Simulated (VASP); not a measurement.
A run of VASP 6.6.1:

File INCAR:

```
ALGO = Normal
EDIFF = 1E-6
ENCUT = 520
GGA = PE
ISIF = 2
ISMEAR = 0
LASPH = T
LCHARG = T
LELF = T
LREAL = F
LVHAR = T
LWAVE = F
NBANDS = 30
NELM = 100
PREC = Accurate
SIGMA = 0.02
```

The input KPOINTS:

```
k-points
0
Gamma
  6 6 6
```

File POSCAR:

```
CsPbCl3
1.0
    4.0556091459      2.3415070321      3.3126565719
   -4.0556091459      2.3415070321      3.3126565719
    0.0000000000     -4.6830140642      3.3126565719
Cs Pb Cl
1 1 3
Direct
    0.5000000000      0.5000000000      0.5000000000
    0.0000000000      0.0000000000      0.0000000000
    0.5000000000      0.0000000000      1.0000000000
    0.0000000000      1.0000000000      0.5000000000
    1.0000000000      0.5000000000      0.0000000000
```

Potentials or basis: VASP PAW PBE potentials, release 64 (Cs_sv, Pb_d, Cl).

The run is started by

```bash
$ cat potpaw_PBE.64/Cs_sv/POTCAR potpaw_PBE.64/Pb_d/POTCAR potpaw_PBE.64/Cl/POTCAR > POTCAR
$ mpirun -np 1 vasp_std > vasp.out
```

Hardware: 1 thread of Intel(R) Xeon(R) 6975P-C (Granite Rapids) (shared host).

Q: How long does it take, and how much memory?

A: It took 71 s on 1 thread of Intel(R) Xeon(R) 6975P-C (Granite Rapids) (shared host), peak memory 0.42 GiB. Counts: scf iterations 13, k points 32.
